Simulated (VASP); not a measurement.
Crystal: Ti.

```
Ti
1.0
     0.00000    2.03000    2.03000
     2.03000    0.00000    2.03000
     2.03000    2.03000    0.00000
Ti
1
Cartesian
  0.0000 0.0000 0.0000
```

```yaml
Program: VASP 6.6.1
Task: relaxation of cell and atoms
Functional: BLYP
Potentials_or_basis: VASP PAW PBE potentials, release 64 (Ti_sv)
Cutoff: 600 eV
k_mesh: 11 × 11 × 11
Occupations: fermi-dirac, width 0.05 eV
Spin: no spin polarisation
```

At the start: pressure 6.6 GPa; volume 16.73 Å³/atom.

Problem. How do energy, volume and symmetry change on relaxing?

Solution. Over 3 steps the energy falls by 19.8 meV/atom and the volume is 17.74 Å³/atom (+6.1 %); space group Fm-3m (No. 225, to 0.05 Å).

The path:
```csv
step,energy change (eV),largest force (eV/Å),pressure (GPa),volume (Å³)
1,0.0000,0.0000,6.57,16.73
2,-0.0115,0.0000,-3.65,18.45
3,-0.0198,0.0000,-0.03,17.74
```

Final structure:
```yaml
crystal:
  lattice:
    - [0.00000, 2.07015, 2.07015]
    - [2.07015, 0.00000, 2.07015]
    - [2.07015, 2.07015, 0.00000]
  atoms:
    - { symbol: Ti, position: [0.00000, 0.00000, 0.00000] }
```

Caveat: the PAW data sets were made with another functional, which shifts forces and pressure a little.
